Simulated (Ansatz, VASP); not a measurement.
## BaTe in VASP and in Ansatz

INCAR

```
  PREC = Accurate
  ENCUT = 520
  EDIFF = 1E-7
  ISMEAR = 0
  SIGMA = 0.05
  LREAL = False
  LASPH = True
  NELM = 100
  ALGO = Normal
  ISIF = 2
  LWAVE = False
  LCHARG = True
  GGA = PS
  LELF = True
  LVHAR = True
  NBANDS = 15
```

KPOINTS

```
regular mesh
0
Gamma
  8 8 8
```

The input POSCAR:

```
BaTe
1.0
    0.0000000000      3.3846124701      3.3846124701
    3.3846124701      0.0000000000      3.3846124701
    3.3846124701      3.3846124701      0.0000000000
Ba Te
1 1
Direct
    0.0000000000      0.0000000000      0.0000000000
    0.5000000000      0.5000000000      0.5000000000
```

Input for Ansatz:

```yaml
crystal:
  lattice:
    - [0.0, 3.3846124701, 3.3846124701]
    - [3.3846124701, 0.0, 3.3846124701]
    - [3.3846124701, 3.3846124701, 0.0]
  atoms:
    - { symbol: Ba, position: [0.0, 0.0, 0.0] }
    - { symbol: Te, position: [0.5, 0.5, 0.5] }
basis:
  ecutwfc: 420
kpoints:
  mp_grid: { grid: [8, 8, 8] }
hamiltonian:
  xc: pbesol
scf:
  occupations: { method: gaussian, width: 0.05 }
output:
  forces: true
  stress: true
  eigenvalues: true
```

Change from the starting cell: strain -0.025 along x and y, -0.025 along z, atoms carried along.

Alike in both runs: task single point; functional PBEsol; k mesh 8 × 8 × 8; occupations gaussian, width 0.05 eV; no spin polarisation.

```csv
,VASP,Ansatz
version,VASP 6.6.1,Ansatz 0.2.0
potentials or method,"VASP PAW PBE potentials, release 64 (Ba_sv, Te), cutoff 520 eV","scalar-relativistic, plane waves, PAW"
valence electrons in the cell,16,26
```

|  | VASP | Ansatz | Ansatz less VASP |
| --- | --- | --- | --- |
| gap on the k mesh at the Fermi level (eV) | 1.18 | 1.28 | +0.108 |
| least direct gap on the mesh (eV) | 1.56 | 1.62 | +0.067 |
| pressure (GPa) | 3.4 | 2.9 | -0.50 |

VASP's potentials were made for PBE, not for PBEsol. The functional is the same, so the differences come from potentials, cutoffs and numerics. VASP's potentials hold 16 valence electrons a cell and Ansatz's 26, so a difference there can come from the potentials and not from the codes.

Spin-orbit coupling is off throughout.
